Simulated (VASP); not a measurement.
# TiAl (P4mm) in VASP: a series of runs, part 2 of 2

VASP 6.6.1. Earlier steps stand in the parts before.

## Step 3: Single point, PBE (one atom moved)

Input file INCAR:

```
SYSTEM = TiAl
  ALGO = Normal
  EDIFF = 1E-7
  ENCUT = 520
  GGA = PE
  ISIF = 2
  ISMEAR = 0
  LASPH = .True.
  LCHARG = .False.
  LREAL = .False.
  LWAVE = .False.
  NBANDS = 14
  NELM = 100
  PREC = Accurate
  SIGMA = 0.1
```

Input file KPOINTS:

```
k-points
0
Gamma
  12 12 12
  0 0 0
```

Input file POSCAR:

```
TiAl
1.0
    3.1790640000      0.0000000000      0.0000000000
    0.0000000000      3.1790640000      0.0000000000
    0.0000000000      0.0000000000      3.1790640000
Ti Al
1 1
Direct
    0.0000000000      0.0000000000      0.0000000000
    0.5000000000      0.5000000000      0.5471836994
```

Potentials or basis: VASP PAW PBE potentials, release 64 (Ti_sv, Al).

Run with:

```console
> cat potpaw_PBE.64/Ti_sv/POTCAR potpaw_PBE.64/Al/POTCAR > POTCAR
> mpirun -np 1 vasp_std > vasp.out
```

OUTCAR:

```text
SYSTEM = TiAl
   EDIFF = 1E-7
   ENCUT = 520
   GGA = PE
   ISIF = 2
   ISMEAR = 0
   LASPH = .True.
   LREAL = .False.
   NELM = 100
   PREC = Accurate

 ion  position               nearest neighbor table
   1  0.000  0.000  0.000-   2 2.67   2 2.67   2 2.67   2 2.67   2 2.84   2 2.84   2 2.84   2 2.84

   2  0.500  0.500  0.547-   1 2.67   1 2.67   1 2.67   1 2.67   1 2.84   1 2.84   1 2.84   1 2.84

  LATTYP: Found a simple cubic cell.
 ALAT       =     3.1790640000

  Lattice vectors:

 A1 = (   3.1790640000,   0.0000000000,   0.0000000000)
 A2 = (   0.0000000000,   3.1790640000,   0.0000000000)
 A3 = (   0.0000000000,   0.0000000000,   3.1790640000)

Analysis of symmetry for initial positions (statically):
=====================================================================
 Subroutine PRICEL returns:
 Original cell was already a primitive cell.

 Routine SETGRP: Setting up the symmetry group for a
 simple cubic supercell.

 Subroutine GETGRP returns: Found  8 space group operations
 (whereof  8 operations were pure point group operations)
 out of a pool of 48 trial point group operations.

The static configuration has the point symmetry C_4v.

Analysis of symmetry for dynamics (positions and initial velocities):
=====================================================================
 Subroutine PRICEL returns:
 Original cell was already a primitive cell.

 Routine SETGRP: Setting up the symmetry group for a
 simple cubic supercell.

 Subroutine GETGRP returns: Found  8 space group operations
 (whereof  8 operations were pure point group operations)
 out of a pool of 48 trial point group operations.

The dynamic configuration has the point symmetry C_4v.

 Subroutine INISYM returns: Found  8 space group operations
 (whereof  8 operations are pure point group operations),
 and found     1 'primitive' translations

----------------------------------------------------------------------------------------

                                     Primitive cell

  volume of cell :      32.1290

  direct lattice vectors                    reciprocal lattice vectors
     3.179064000  0.000000000  0.000000000     0.314557996  0.000000000  0.000000000
     0.000000000  3.179064000  0.000000000     0.000000000  0.314557996  0.000000000
     0.000000000  0.000000000  3.179064000     0.000000000  0.000000000  0.314557996

  length of vectors
     3.179064000  3.179064000  3.179064000     0.314557996  0.314557996  0.314557996

  position of ions in fractional coordinates (direct lattice)
     0.000000000  0.000000000  0.000000000
     0.500000000  0.500000000  0.547183699

  ion indices of the primitive-cell ions
   primitive index   ion index
                 1           1
                 2           2

----------------------------------------------------------------------------------------

 KPOINTS: k-points

Automatic generation of k-mesh.
 Grid dimensions read from file:
 generate k-points for:   12   12   12

 Generating k-lattice:

  Cartesian coordinates                     Fractional coordinates (reciprocal lattice)
     0.026213166  0.000000000  0.000000000     0.083333333  0.000000000  0.000000000
     0.000000000  0.026213166  0.000000000     0.000000000  0.083333333  0.000000000
[... 41 lines left out ...]
   number of dos      NEDOS =    301   number of ions     NIONS =      2
   total plane-waves  NPLWV =  13824
   dimension x,y,z NGX =    24 NGY =   24 NGZ =   24
   dimension x,y,z NGXF=    48 NGYF=   48 NGZF=   48
   ions per type =               1   1
   NGX,Y,Z   is equivalent  to a cutoff of  12.55, 12.55, 12.55 a.u.
   NGXF,Y,Z  is equivalent  to a cutoff of  25.10, 25.10, 25.10 a.u.
 SYSTEM =  TiAl
   PREC   = accura    normal or accurate (medium, high low for compatibility)
   ISTART =      0    job   : 0-new  1-cont  2-samecut
   ICHARG =      2    charge: 1-file 2-atom 10-const
   ISPIN  =      1    spin polarized calculation?
   LNONCOLLINEAR =      F non collinear calculations
   LSORBIT =      F    spin-orbit coupling
   LASPH  =      T    aspherical Exc in radial PAW
   ENCUT  =  520.0 eV  38.22 Ry    6.18 a.u.   5.91  5.91  5.91*2*pi/ulx,y,z
   NELM   =    100;   NELMIN=  2; NELMDL= -5     # of ELM steps
   EDIFF  = 0.1E-06   stopping-criterion for ELM
   LREAL  =      F    real-space projection
   EDIFFG = 0.1E-05   stopping-criterion for IOM
   NSW    =      0    number of steps for IOM
   IBRION =     -1    ionic relax: 0-MD 1-quasi-New 2-CG
   NFREE  =      0    steps in history (QN), initial steepest desc. (CG)
   ISIF   =      2    stress and relaxation
   ISYM   =      2    0-nonsym 1-usesym 2-fastsym
   POTIM  = 0.5000    time-step for ionic-motion
   TEBEG  =    0.0;   TEEND  =   0.0 temperature during run
   PSTRESS=    0.0 pullay stress
   NELECT =      15.0000    total number of electrons
   NUPDOWN=      -1.0000    fix difference up-down
   EMIN   =  10.00;   EMAX   =-10.00  energy-range for DOS
   EFERMI =   0.00;   METHOD = LEGACY
   ISMEAR =     0;   SIGMA  =   0.10  broadening in eV -4-tet -1-fermi 0-gaus
   EFERMI_NEDOS =   21; number of points for ismear=-14 and -15
   IALGO  =     38    algorithm
   IMIX   =      4    mixing-type and parameters
     AMIX     =   0.40;   BMIX     =  1.00
     AMIX_MAG =   1.60;   BMIX_MAG =  1.00
  volume/ion in A,a.u.               =      16.06       108.41
  Fermi-wavevector in a.u.,A,eV,Ry     =   1.270007  2.399964 21.945065  1.612917
  Thomas-Fermi vector in A             =   2.403017
   LORBIT       =      0    0 simple, 1 ext, 2 COOP (PROOUT), +10 PAW based schemes
   GGA     = PE    functional components
   LHFCALC =     F    Hartree Fock is set to
   AEXX    =    0.0000 exact exchange contribution
   IVDW    =     0    specifies the selected vdW correction
   LEPSILON=     F    determine dielectric tensor
   LRPA    =     F    only Hartree local field effects (RPA)
 non-spin polarized calculation
 Gauss-broadening in eV      SIGMA  =   0.10
  energy-cutoff  :      520.00
  volume of cell :       32.13
 maximum number of plane-waves:       912
 NGX is ok and might be reduce to    24
   NGX = 11   NGY = 11   NGZ = 11

 number of electron      14.9999994 magnetization

 Free energy of the ion-electron system (eV)
  ---------------------------------------------------
  ext. energy  EPLUGINS =         0.00000000
  ---------------------------------------------------
  free energy    TOTEN  =       -12.04206717 eV

  energy without entropy =      -12.02884637  energy(sigma->0) =      -12.03545677

 E-fermi :   8.7669     XC(G=0): -11.0817

 val. band max:        8.7619870315   @ k =   0.3333   0.2500   0.2500
 cond. band min:       8.7685809079   @ k =   0.3333   0.3333   0.2500
 fundamental gap:      0.0065938764
 Fermi energy:         8.7668865134

 k-point     1 :       0.0000    0.0000    0.0000
  band No.  band energies     occupation
      1     -48.1254      2.00000
      2     -24.3289      2.00000
      3     -24.3289      2.00000
      4     -24.3264      2.00000
      5      -0.4969      2.00000
      6       7.3107      2.00000
      7       7.3131      2.00000
      8      10.5520      0.00000
      9      10.5623      0.00000
     10      10.5623      0.00000
     11      13.2141      0.00000
     12      13.2141      0.00000
     13      13.2565      0.00000
     14      17.5504      0.00000
[... 377 lines left out ...]
      1     -48.1133      2.00000
      2     -24.4531      2.00000
      3     -24.3287      2.00000
      4     -24.3166      2.00000
      5       1.2798      2.00000
      6       5.5091      2.00000
      7       7.9097      2.00000
      8       9.0898      0.00000
      9       9.2492      0.00000
     10      10.5820      0.00000
     11      11.5716      0.00000
     12      15.0064      0.00000
     13      16.0872      0.00000
     14      16.4898      0.00000

 [... further k-points ...]

------------------------ aborting loop because EDIFF is reached ----------------------------------------

  FORCE on cell =-STRESS in cart. coord.  units (eV):
  Direction    XX          YY          ZZ          XY          YZ          ZX
  --------------------------------------------------------------------------------------
  -------------------------------------------------------------------------------------
  Total        0.4056138      0.4056138      0.1848223      0.0000000      0.0000000     -0.0000000
  in kB       20.2267195     20.2267195      9.2165246      0.0000000      0.0000000     -0.0000000
  external PRESSURE =      16.5566545 kB  Pullay stress =       0.0000000 kB

 VOLUME and BASIS-vectors are now :
 -----------------------------------------------------------------------------
  energy-cutoff  :      520.00
  volume of cell :       32.13
      direct lattice vectors                 reciprocal lattice vectors
     3.179064000  0.000000000  0.000000000     0.314557996  0.000000000  0.000000000
     0.000000000  3.179064000  0.000000000     0.000000000  0.314557996  0.000000000
     0.000000000  0.000000000  3.179064000     0.000000000  0.000000000  0.314557996

 POSITION                                       TOTAL-FORCE (eV/Angst)
 -----------------------------------------------------------------------------------
      0.00000      0.00000      0.00000         0.000000      0.000000      0.944240
      1.58953      1.58953      1.73953         0.000000      0.000000     -0.944240
 -----------------------------------------------------------------------------------
    total drift:                                0.000000      0.000000      0.000223

  FREE ENERGIE OF THE ION-ELECTRON SYSTEM (eV)
  ---------------------------------------------------
  free  energy   TOTEN  =       -12.0420671701 eV

  energy  without entropy=      -12.0288463697  energy(sigma->0) =      -12.03545677
```

OSZICAR:

```text
N       E                     dE             d eps       ncg     rms          rms(c)
DAV:   1     0.100799393219E+03    0.10080E+03   -0.71288E+03  5508   0.108E+03
DAV:   2    -0.804066346075E+01   -0.10884E+03   -0.10495E+03  5686   0.302E+02
DAV:   3    -0.135136649280E+02   -0.54730E+01   -0.53251E+01  8374   0.649E+01
DAV:   4    -0.136780220461E+02   -0.16436E+00   -0.16383E+00  6238   0.992E+00
DAV:   5    -0.136838909285E+02   -0.58689E-02   -0.58669E-02  7952   0.179E+00    0.984E+00
DAV:   6    -0.121221217293E+02    0.15618E+01   -0.50852E+00  6226   0.307E+01    0.289E+00
DAV:   7    -0.120509247310E+02    0.71197E-01   -0.43800E-01  6080   0.882E+00    0.176E+00
DAV:   8    -0.120449885537E+02    0.59362E-02   -0.58124E-02  7536   0.252E+00    0.568E-01
DAV:   9    -0.120419322303E+02    0.30563E-02   -0.10760E-02  6468   0.143E+00    0.168E-01
DAV:  10    -0.120420497976E+02   -0.11757E-03   -0.36289E-04  6176   0.208E-01    0.809E-02
DAV:  11    -0.120420667751E+02   -0.16977E-04   -0.14307E-04  7476   0.127E-01    0.257E-02
DAV:  12    -0.120420670949E+02   -0.31979E-06   -0.93907E-06  6444   0.367E-02    0.542E-03
DAV:  13    -0.120420671701E+02   -0.75180E-07   -0.60810E-07  6418   0.115E-02
   1 F= -.12042067E+02 E0= -.12035457E+02  d E =-.132208E-01
```

It took 58 s on 1 thread of Intel Xeon 8259CL, shared host; peak memory 0.21 GiB.

Results:

```
Free energy            : -12.0421 eV
Pressure               : 1.7 GPa
Largest force          : 0.944 eV/Å
Band gap on the k mesh : zero (an odd number of electrons rules out a gap without spin polarisation)
```

Forces in eV/Å, atoms in the order of the input:
```
Ti   0.000  0.000  0.944
Al   0.000  0.000 -0.944
```

Levels at points of the mesh, in eV from the Fermi level:
```csv
k point,band 5,band 6,band 7,band 8,band 9,band 10,band 11,band 12
"(0.00, 0.00, 0.00)",-9.26,-1.46,-1.45,1.79,1.80,1.80,4.45,4.45
"(0.50, 0.00, 0.00)",-6.03,-5.18,-0.57,0.12,0.18,2.00,2.98,6.49
"(0.00, 0.00, 0.50)",-6.05,-5.17,-0.58,0.16,0.16,1.99,2.99,6.58
"(0.50, 0.50, 0.00)",-5.02,-2.11,-2.11,-1.44,0.75,0.75,2.73,4.68
"(0.00, 0.50, 0.50)",-4.99,-2.16,-2.10,-1.40,0.67,0.72,2.73,4.71
"(0.50, 0.50, 0.50)",-3.11,-3.07,-3.07,0.64,2.79,2.79,2.89,2.89
```

Caveat: the cell differs from its parent crystal (one atom moved).
